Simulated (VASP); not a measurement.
Input of a VASP 6.6.1 run:

The input INCAR:

```
PREC     = Accurate       # precision mode
ENCUT    = 520            # plane-wave cutoff, eV
EDIFF    = 1E-6           # SCF threshold, eV
ISMEAR   = 0              # smearing method
SIGMA    = 0.15           # smearing width, eV
LREAL    = False          # projectors in reciprocal space
LASPH    = True           # aspherical terms in the spheres
NELM     = 80             # most SCF steps
ALGO     = Normal         # electronic algorithm
ISIF     = 2              # what is computed and relaxed
LWAVE    = False          # write WAVECAR
LCHARG   = False          # write CHGCAR
GGA      = PE             # functional
NBANDS   = 10             # bands
```

The input KPOINTS:

```
Automatic mesh
0
Gamma
  10 10 10
```

The input POSCAR:

```
Re
1.0
    0.0000000000      1.9577236186      2.0653984176
    1.8500488196      0.0000000000      2.0653984176
    1.8500488196      1.9577236186      0.0000000000
Re
1
Direct
    0.0000000000      0.0000000000      0.0000000000
```

Potentials or basis: VASP PAW PBE potentials, release 64 (Re).

The run is started by

```bash
$ cat potpaw_PBE.64/Re/POTCAR > POTCAR
$ mpirun -np 1 vasp_std > vasp.out
```

Question: Predict the pressure.

Answer: 1.4 GPa.

Stress tensor (GPa, compression positive):
```
 14.69   0.00   0.00
  0.00   3.61   0.00
  0.00   0.00 -14.00
```

Caveat: the cell differs from its parent crystal (normal strain along x -0.0550, normal strain along z +0.0550).
